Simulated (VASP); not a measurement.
# Sb (Fm-3m) in VASP: a series of runs

Sb is run at these levels: PBE0, r2SCAN-based global hybrid with 35 % exact exchange, HF, HSE06; tasks: single point, relaxation of cell and atoms.

All numbers are computed with VASP 6.6.1; they aren't measurements. Logs are shortened: lines on timing, memory, paths and dates and some standing lists are left out, and cuts for length are marked.

**1. The cell of the first run**

It takes space group Fm-3m (No. 225, cubic). The conventional cell has a = 4.711 Å, b = 4.711 Å, c = 4.711 Å, α = 90.00°, β = 90.00°, γ = 90.00°. Sb (site symmetry m-3m) has 12 Sb at 3.33 Å within 4.4 Å.

This isn't the form of Sb at room conditions, which is rhombohedral.

**2. Single point, PBE0**

File POSCAR:

```
Sb
1.0
    0.0000000000      2.3553276627      2.3553276627
    2.3553276627      0.0000000000      2.3553276627
    2.3553276627      2.3553276627      0.0000000000
Sb
1
Direct
    0.0000000000      0.0000000000      0.0000000000
```

File INCAR.step1:

```
ALGO     = Normal         # electronic algorithm
EDIFF    = 1E-5           # SCF threshold, eV
ENCUT    = 400            # plane-wave cutoff, eV
GGA      = PE             # functional
GGA_COMPAT= False        
ISIF     = 2              # what is computed and relaxed
ISMEAR   = -1             # smearing method
LASPH    = True           # aspherical terms in the spheres
LCHARG   = False          # write CHGCAR
LREAL    = False          # projectors in reciprocal space
LWAVE    = True           # write WAVECAR
NBANDS   = 14             # bands
NELM     = 120            # most SCF steps
PREC     = Accurate       # precision mode
SIGMA    = 0.05           # smearing width, eV
```

File INCAR.step2:

```
AEXX     = 0.25           # exact-exchange fraction
ALGO     = Normal         # electronic algorithm
EDIFF    = 1E-6           # SCF threshold, eV
ENCUT    = 400            # plane-wave cutoff, eV
GGA      = PE             # functional
GGA_COMPAT= False        
ISIF     = 2              # what is computed and relaxed
ISMEAR   = -1             # smearing method
ISTART   = 1            
LASPH    = True           # aspherical terms in the spheres
LCHARG   = False          # write CHGCAR
LHFCALC  = True           # exact exchange
LREAL    = False          # projectors in reciprocal space
LWAVE    = False          # write WAVECAR
NBANDS   = 14             # bands
NELM     = 120            # most SCF steps
PREC     = Accurate       # precision mode
PRECFOCK = Normal       
SIGMA    = 0.05           # smearing width, eV
```

File KPOINTS:

```
k-points
0
Gamma
  6 6 6
```

Potentials or basis: VASP PAW PBE potentials, release 64 (Sb_d_GW).

Run with:

```
$ cat potpaw_PBE.64/Sb_d_GW/POTCAR > POTCAR
$ cp INCAR.step1 INCAR
$ mpirun -np 1 vasp_std > vasp.out
$ cp INCAR.step2 INCAR
$ mpirun -np 1 vasp_std > vasp.out
```

OUTCAR:

```text
AEXX = 0.25
   EDIFF = 1E-6
   ENCUT = 400
   GGA = PE
   ISIF = 2
   ISMEAR = -1
   ISTART = 1
   LASPH = True
   LHFCALC = True
   LREAL = False
   NELM = 120
   PREC = Accurate
   PRECFOCK = Normal

 ion  position               nearest neighbor table
   1  0.000  0.000  0.000-

  LATTYP: Found a face centered cubic cell.
 ALAT       =     4.7106553254

  Lattice vectors:

 A1 = (   0.0000000000,   2.3553276627,   2.3553276627)
 A2 = (   2.3553276627,   0.0000000000,   2.3553276627)
 A3 = (   2.3553276627,   2.3553276627,   0.0000000000)

Analysis of symmetry for initial positions (statically):
=====================================================================
 Subroutine PRICEL returns:
 Original cell was already a primitive cell.

 Routine SETGRP: Setting up the symmetry group for a
 face centered cubic supercell.

 Subroutine GETGRP returns: Found 48 space group operations
 (whereof 48 operations were pure point group operations)
 out of a pool of 48 trial point group operations.

The static configuration has the point symmetry O_h .

Analysis of symmetry for dynamics (positions and initial velocities):
=====================================================================
 Subroutine PRICEL returns:
 Original cell was already a primitive cell.

 Routine SETGRP: Setting up the symmetry group for a
 face centered cubic supercell.

 Subroutine GETGRP returns: Found 48 space group operations
 (whereof 48 operations were pure point group operations)
 out of a pool of 48 trial point group operations.

The dynamic configuration has the point symmetry O_h .

 Subroutine INISYM returns: Found 48 space group operations
 (whereof 48 operations are pure point group operations),
 and found     1 'primitive' translations

----------------------------------------------------------------------------------------

                                     Primitive cell

  volume of cell :      26.1327

  direct lattice vectors                    reciprocal lattice vectors
     0.000000000  2.355327663  2.355327663    -0.212284689  0.212284689  0.212284689
     2.355327663  0.000000000  2.355327663     0.212284689 -0.212284689  0.212284689
     2.355327663  2.355327663  0.000000000     0.212284689  0.212284689 -0.212284689

  length of vectors
     3.330936324  3.330936324  3.330936324     0.367687867  0.367687867  0.367687867

  position of ions in fractional coordinates (direct lattice)
     0.000000000  0.000000000  0.000000000

  ion indices of the primitive-cell ions
   primitive index   ion index
                 1           1

----------------------------------------------------------------------------------------

 KPOINTS: k-points

Automatic generation of k-mesh.
 Grid dimensions read from file:
 generate k-points for:    6    6    6

 Generating k-lattice:

  Cartesian coordinates                     Fractional coordinates (reciprocal lattice)
    -0.035380781  0.035380781  0.035380781     0.166666667  0.000000000  0.000000000
     0.035380781 -0.035380781  0.035380781     0.000000000  0.166666667  0.000000000
     0.035380781  0.035380781 -0.035380781     0.000000000  0.000000000  0.166666667

  Length of vectors
     0.061281311  0.061281311  0.061281311

  Shift w.r.t. Gamma in fractional coordinates (k-lattice)
     0.000000000  0.000000000  0.000000000

 Subroutine IBZKPT returns following result:
 ===========================================

 Found     16 irreducible k-points:

 Following reciprocal coordinates:
            Coordinates               Weight
  0.000000  0.000000  0.000000      1.000000
  0.166667  0.000000  0.000000      8.000000
  0.333333  0.000000  0.000000      8.000000
  0.500000  0.000000  0.000000      4.000000
  0.166667  0.166667  0.000000      6.000000
  0.333333  0.166667  0.000000     24.000000
[... 8 lines left out ...]
 -0.333333  0.333333  0.166667     24.000000
 -0.333333  0.500000  0.166667     12.000000
   k-points           NKPTS =     16   k-points in BZ     NKDIM =    216   number of bands    NBANDS=     14
   number of dos      NEDOS =    301   number of ions     NIONS =      1
   total plane-waves  NPLWV =  13824
   dimension x,y,z NGX =    24 NGY =   24 NGZ =   24
   dimension x,y,z NGXF=    48 NGYF=   48 NGZF=   48
   ions per type =               1
   NGX,Y,Z   is equivalent  to a cutoff of  11.98, 11.98, 11.98 a.u.
   NGXF,Y,Z  is equivalent  to a cutoff of  23.96, 23.96, 23.96 a.u.
 SYSTEM =  unknown system
   PREC   = accura    normal or accurate (medium, high low for compatibility)
   ISTART =      1    job   : 0-new  1-cont  2-samecut
   ICHARG =      0    charge: 1-file 2-atom 10-const
   ISPIN  =      1    spin polarized calculation?
   LNONCOLLINEAR =      F non collinear calculations
   LSORBIT =      F    spin-orbit coupling
   LASPH  =      T    aspherical Exc in radial PAW
   ENCUT  =  400.0 eV  29.40 Ry    5.42 a.u.   5.43  5.43  5.43*2*pi/ulx,y,z
   NELM   =    120;   NELMIN=  2; NELMDL=  0     # of ELM steps
   EDIFF  = 0.1E-05   stopping-criterion for ELM
   LREAL  =      F    real-space projection
   EDIFFG = 0.1E-04   stopping-criterion for IOM
   NSW    =      0    number of steps for IOM
   IBRION =     -1    ionic relax: 0-MD 1-quasi-New 2-CG
   NFREE  =      0    steps in history (QN), initial steepest desc. (CG)
   ISIF   =      2    stress and relaxation
   ISYM   =      3    0-nonsym 1-usesym 2-fastsym
   POTIM  = 0.5000    time-step for ionic-motion
   TEBEG  =    0.0;   TEEND  =   0.0 temperature during run
   PSTRESS=    0.0 pullay stress
   NELECT =      15.0000    total number of electrons
   NUPDOWN=      -1.0000    fix difference up-down
   EMIN   =  10.00;   EMAX   =-10.00  energy-range for DOS
   EFERMI =   0.00;   METHOD = LEGACY
   ISMEAR =    -1;   SIGMA  =   0.05  broadening in eV -4-tet -1-fermi 0-gaus
   EFERMI_NEDOS =   21; number of points for ismear=-14 and -15
   IALGO  =     38    algorithm
   IMIX   =      1    mixing-type and parameters
     AMIX     =   0.40;   BMIX     =  1.00
     AMIX_MAG =   1.60;   BMIX_MAG =  1.00
  volume/ion in A,a.u.               =      26.13       176.35
  Fermi-wavevector in a.u.,A,eV,Ry     =   1.360538  2.571043 25.185239  1.851063
  Thomas-Fermi vector in A             =   2.487191
   LORBIT       =      0    0 simple, 1 ext, 2 COOP (PROOUT), +10 PAW based schemes
   GGA     = PE    functional components
   LHFCALC =     T    Hartree Fock is set to
   PRECFOCK=normal    Normal, Fast or Accurate (Low or Medium for compatibility)
   ENCUT4O =  -1.0   cutoff for four orbital integrals eV
   NKREDX  =     1    reduce k-point grid by
   NKREDY  =     1    reduce k-point grid by
   NKREDZ  =     1    reduce k-point grid by
   AEXX    =    0.2500 exact exchange contribution
   HFSCREEN=    0.0000 screening length (either q_TF or 0.3 A-1)
   HFSCREENC=   0.0000 screening length for correlation (either q_TF or 0.3 A-1)
   ENCUTFOCK=  -1.0 apply spherical cutoff to Coloumb kernel
   IVDW    =     0    specifies the selected vdW correction
   LEPSILON=     F    determine dielectric tensor
   LRPA    =     F    only Hartree local field effects (RPA)
 non-spin polarized calculation
  energy-cutoff  :      400.00
  volume of cell :       26.13
 maximum number of plane-waves:       531
 NGX is ok and might be reduce to    24
  NGX = 18; NGY = 18; NGZ = 18

 number of electron      15.0000009 magnetization

 Free energy of the ion-electron system (eV)
  ---------------------------------------------------
  ext. energy  EPLUGINS =         0.00000000
  ---------------------------------------------------
  free energy    TOTEN  =        -5.08854156 eV

  energy without entropy =       -5.08117071  energy(sigma->0) =       -5.08485613

 E-fermi :   6.8482     XC(G=0):  -8.5180

 val. band max:        6.8227291608   @ k =  -0.3333   0.3333   0.1667
 cond. band min:       7.2929574707   @ k =  -0.3333   0.1667   0.0000
 fundamental gap:      0.4702283099
 Fermi energy:         6.8482475709

 k-point     1 :       0.0000    0.0000    0.0000
  band No.  band energies     occupation
      1     -25.7218      2.00000
      2     -25.7218      2.00000
      3     -25.7218      2.00000
      4     -25.6736      2.00000
      5     -25.6736      2.00000
      6      -8.5380      2.00000
      7      13.2528      0.00000
      8      13.2528      0.00000
      9      13.2528      0.00000
     10      17.9433      0.00000
     11      18.4155      0.00000
     12      18.4155      0.00000
     13      18.4155      0.00000
     14      20.1942      0.00000

 k-point     2 :       0.1667    0.0000    0.0000
  band No.  band energies     occupation
      1     -25.7193      2.00000
      2     -25.7112      2.00000
      3     -25.7112      2.00000
      4     -25.6709      2.00000
      5     -25.6709      2.00000
      6      -7.9105      2.00000
      7       8.9147      0.00000
      8      12.5589      0.00000
      9      12.5589      0.00000
     10      16.4486      0.00000
     11      19.3773      0.00000
     12      19.3773      0.00000
     13      20.7093      0.00000
     14      21.0867      0.00000

 k-point     3 :       0.3333    0.0000    0.0000
  band No.  band energies     occupation
      1     -25.7160      2.00000
      2     -25.7107      2.00000
      3     -25.7107      2.00000
      4     -25.6459      2.00000
      5     -25.6459      2.00000
      6      -6.0721      2.00000
      7       2.7146      2.00000
      8      11.6659      0.00000
      9      11.6659      0.00000
     10      16.0819      0.00000
     11      18.0119      0.00000
     12      18.0119      0.00000
     13      18.4575      0.00000
     14      23.6333      0.00000

 k-point     4 :       0.5000    0.0000    0.0000
  band No.  band energies     occupation
      1     -25.7151      2.00000
      2     -25.7151      2.00000
      3     -25.7143      2.00000
      4     -25.6284      2.00000
      5     -25.6284      2.00000
      6      -4.0734      2.00000
      7      -0.6636      2.00000
      8      11.3366      0.00000
      9      11.3366      0.00000
     10      16.2894      0.00000
     11      17.2939      0.00000
     12      17.2939      0.00000
     13      17.3078      0.00000
     14      26.6072      0.00000

 k-point     5 :       0.1667    0.1667    0.0000
  band No.  band energies     occupation
      1     -25.7335      2.00000
      2     -25.6960      2.00000
      3     -25.6960      2.00000
      4     -25.6861      2.00000
      5     -25.6628      2.00000
      6      -7.7003      2.00000
      7      10.4953      0.00000
      8      10.8722      0.00000
      9      10.8722      0.00000
     10      14.7554      0.00000
     11      16.8670      0.00000
[... 140 lines left out ...]
 k-point    14 :       0.5000    0.3333    0.1667
  band No.  band energies     occupation
      1     -25.7251      2.00000
      2     -25.7079      2.00000
      3     -25.6771      2.00000
      4     -25.6456      2.00000
      5     -25.6384      2.00000
      6      -4.4749      2.00000
      7       3.5014      2.00000
      8       5.0377      2.00000
      9       8.3489      0.00000
     10      15.9003      0.00000
     11      16.6564      0.00000
     12      19.4163      0.00000
     13      24.9445      0.00000
     14      25.7042      0.00000

 k-point    15 :      -0.3333    0.3333    0.1667
  band No.  band energies     occupation
      1     -25.7152      2.00000
      2     -25.7009      2.00000
      3     -25.6715      2.00000
      4     -25.6609      2.00000
      5     -25.6285      2.00000
      6      -2.6663      2.00000
      7       1.0845      2.00000
      8       4.3736      2.00000
      9       6.8227      1.24979
     10      16.0306      0.00000
     11      18.0683      0.00000
     12      21.2545      0.00000
     13      21.9652      0.00000
     14      25.4434      0.00000

 k-point    16 :      -0.3333    0.5000    0.1667
  band No.  band energies     occupation
      1     -25.7327      2.00000
      2     -25.7136      2.00000
      3     -25.6569      2.00000
      4     -25.6472      2.00000
      5     -25.6181      2.00000
      6      -1.8730      2.00000
      7       1.3755      2.00000
      8       4.0807      2.00000
      9       4.9434      2.00000
     10      15.3723      0.00000
     11      15.9718      0.00000
     12      22.3884      0.00000
     13      22.7663      0.00000
     14      28.7689      0.00000

------------------------ aborting loop because EDIFF is reached ----------------------------------------

  FORCE on cell =-STRESS in cart. coord.  units (eV):
  Direction    XX          YY          ZZ          XY          YZ          ZX
  --------------------------------------------------------------------------------------
  -------------------------------------------------------------------------------------
  Total        0.0409997      0.0409997      0.0409997      0.0000000     -0.0000000     -0.0000000
  in kB        2.5136649      2.5136649      2.5136649      0.0000000     -0.0000000     -0.0000000
  external PRESSURE =       2.5136649 kB  Pullay stress =       0.0000000 kB

 VOLUME and BASIS-vectors are now :
 -----------------------------------------------------------------------------
  energy-cutoff  :      400.00
  volume of cell :       26.13
      direct lattice vectors                 reciprocal lattice vectors
     0.000000000  2.355327663  2.355327663    -0.212284689  0.212284689  0.212284689
     2.355327663  0.000000000  2.355327663     0.212284689 -0.212284689  0.212284689
     2.355327663  2.355327663  0.000000000     0.212284689  0.212284689 -0.212284689

 POSITION                                       TOTAL-FORCE (eV/Angst)
 -----------------------------------------------------------------------------------
      0.00000      0.00000      0.00000         0.000000     -0.000000      0.000000
 -----------------------------------------------------------------------------------
    total drift:                               -0.000000     -0.000000     -0.000000

  FREE ENERGIE OF THE ION-ELECTRON SYSTEM (eV)
  ---------------------------------------------------
  free  energy   TOTEN  =        -5.0885415564 eV

  energy  without entropy=       -5.0811707093  energy(sigma->0) =       -5.08485613
```

Run time: 27 min. Hardware: 1 thread of Intel Xeon Platinum 8375C at 2.90GHz (Ice Lake), shared host; peak memory 0.15 GiB.

Results:

```
Free energy            : -5.0885 eV
Pressure               : 0.3 GPa
Band gap on the k mesh : zero (an odd number of electrons rules out a gap without spin polarisation)
```

Levels at points of the mesh, in eV from the Fermi level:
| k point | band 3 | band 4 | band 5 | band 6 | band 7 | band 8 | band 9 | band 10 | band 11 | band 12 |
| --- | --- | --- | --- | --- | --- | --- | --- | --- | --- | --- |
| (0.00, 0.00, 0.00) | -32.57 | -32.52 | -32.52 | -15.39 | 6.40 | 6.40 | 6.40 | 11.10 | 11.57 | 11.57 |
| (0.50, 0.00, 0.00) | -32.56 | -32.48 | -32.48 | -10.92 | -7.51 | 4.49 | 4.49 | 9.44 | 10.45 | 10.45 |
| (0.50, 0.50, 0.00) | -32.48 | -32.47 | -32.47 | -8.95 | -6.43 | 0.56 | 0.56 | 4.67 | 5.12 | 20.45 |

Caveat: the k points lie up to 0.39 Å⁻¹ apart, too coarse for converged energies and pressures of a metal; the PAW data sets were made with another functional, which shifts forces and pressure a little; spin-orbit coupling is left out, which moves the levels of the heavy elements; an odd number of electrons without spin polarisation forces a metal; a magnetic or distorted state may lie lower.

**3. Single point, r2SCAN-based global hybrid with 35 % exact exchange**

This run uses another cell than the first one, of 26.67 Å³/atom.

File POSCAR:

```
Sb
1.0
    0.0000000000      2.3712425216      2.3712425216
    2.3712425216      0.0000000000      2.3712425216
    2.3712425216      2.3712425216      0.0000000000
Sb
1
Direct
    0.0000000000      0.0000000000      0.0000000000
```

File INCAR.step1:

```
SYSTEM = Sb
PREC = Accurate ; ENCUT = 440
EDIFF = 1E-5 ; ISMEAR = -1
SIGMA = 0.05 ; LREAL = .False.
LASPH = .True. ; NELM = 120
ALGO = Normal ; ISIF = 2
LWAVE = .True. ; NBANDS = 14
GGA = PE ; GGA_COMPAT = .False.
```

File INCAR.step2:

```
SYSTEM = Sb
PREC = Accurate ; ENCUT = 440
EDIFF = 1E-6 ; ISMEAR = -1
SIGMA = 0.05 ; LREAL = .False.
LASPH = .True. ; NELM = 120
ALGO = Normal ; ISIF = 2
LWAVE = .False. ; LCHARG = .True.
METAGGA = R2SCAN ; LHFCALC = .True.
AEXX = 0.35 ; LMIXTAU = .True.
PRECFOCK = Normal ; LELF = .True.
LVHAR = .True. ; NBANDS = 14
ISTART = 1 ; GGA_COMPAT = .False.
```

File KPOINTS:

```
regular mesh
0
Gamma
  6 6 6
  0 0 0
```

Potentials or basis: VASP PAW PBE potentials, release 64 (Sb_d_GW).

Run with:

```
$ cat potpaw_PBE.64/Sb_d_GW/POTCAR > POTCAR
$ cp INCAR.step1 INCAR
$ mpirun -np 1 vasp_std > vasp.out
$ cp INCAR.step2 INCAR
$ mpirun -np 1 vasp_std > vasp.out
```

Wall time 24 min (1 thread of Intel Xeon Platinum 8375C at 2.90GHz (Ice Lake), shared host); peak memory 0.16 GiB.

Results (log left out):

```
Free energy            : -19.6431 eV
Pressure               : -1.7 GPa
Band gap on the k mesh : zero (an odd number of electrons rules out a gap without spin polarisation)
```

Levels at points of the mesh, in eV from the Fermi level:
```
           k point  band 3  band 4  band 5  band 6  band 7  band 8  band 9  band 10  band 11  band 12
(0.00, 0.00, 0.00)  -34.26  -34.21  -34.21  -16.45    6.83    6.83    6.83    11.94    12.22    12.22
(0.50, 0.00, 0.00)  -34.25  -34.16  -34.16  -11.73   -8.11    4.83    4.83    10.03    11.07    11.07
(0.50, 0.50, 0.00)  -34.17  -34.15  -34.15   -9.63   -6.99    0.66    0.66     5.19     5.51    21.56
```

Caveat: the k points lie up to 0.38 Å⁻¹ apart, too coarse for converged energies and pressures of a metal; the PAW data sets were made with another functional, which shifts forces and pressure a little; spin-orbit coupling is left out, which moves the levels of the heavy elements; an odd number of electrons without spin polarisation forces a metal; a magnetic or distorted state may lie lower.

(Part 1 of 2 ends here.)

The gap in the log of VASP goes by the Fermi energy; the results here count the filled bands.